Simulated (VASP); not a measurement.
Wanted: the native input for a VASP 6.6.1 run.

```
Task                   : single point
Functional             : PBE
Potentials or basis    : VASP PAW PBE potentials, release 64 (Sr_sv, Sn_d, O)
Cutoff                 : 520 eV
k mesh                 : 4 × 4 × 4
Occupations            : gaussian, width 0.1 eV
Spin                   : no spin polarisation
Dipole correction      : no
Further INCAR settings : ALGO = Normal; EDIFF = 1e-07; NBANDS = 37
```

The structure of SrSn2O3 lies in POSCAR:

```
SrSn2O3
1.0
   -3.3824742600      3.3824742600      3.0119748800
    3.3824742600     -3.3824742600      3.0119748800
    3.3824742600      3.3824742600     -3.0119748800
Sr Sn O
1 2 3
Direct
    0.0000000000      0.0000000000      0.0000000000
    0.7500000000      0.2500000000      0.5000000000
    0.2500000000      0.7500000000      0.5000000000
    0.5000000000      0.5000000000      0.0000000000
    0.5000000000      0.0000000000      0.5000000000
    0.0000000000      0.5000000000      0.5000000000
```

The cell was generated, and may not be a known phase.

These files were run (other wordings do the same):

INCAR

```
PREC = Accurate
ENCUT = 520
EDIFF = 1E-7
ISMEAR = 0
SIGMA = 0.1
LREAL = False
LASPH = True
NELM = 100
ALGO = Normal
ISIF = 2
LWAVE = False
LCHARG = False
GGA = PE
NBANDS = 37
```

KPOINTS

```
regular mesh
0
Gamma
  4 4 4
```

Potentials or basis: VASP PAW PBE potentials, release 64 (Sr_sv, Sn_d, O).

Command:

```sh
$ cat potpaw_PBE.64/Sr_sv/POTCAR potpaw_PBE.64/Sn_d/POTCAR potpaw_PBE.64/O/POTCAR > POTCAR
$ mpirun -np 1 vasp_std > vasp.out
```

It gave:

```
Pressure               : 62.7 GPa
Band gap on the k mesh : zero (bands 28 and 29 overlap by 1.50 eV)
```

Caveat: the stress differs along the axes, from -3 to 193 GPa; spin-orbit coupling is left out, which moves the levels of the heavy elements.

It took 95 s on 1 thread of Oxide Virtual Turin-like Processor, on a shared host, peak memory 0.25 GiB.
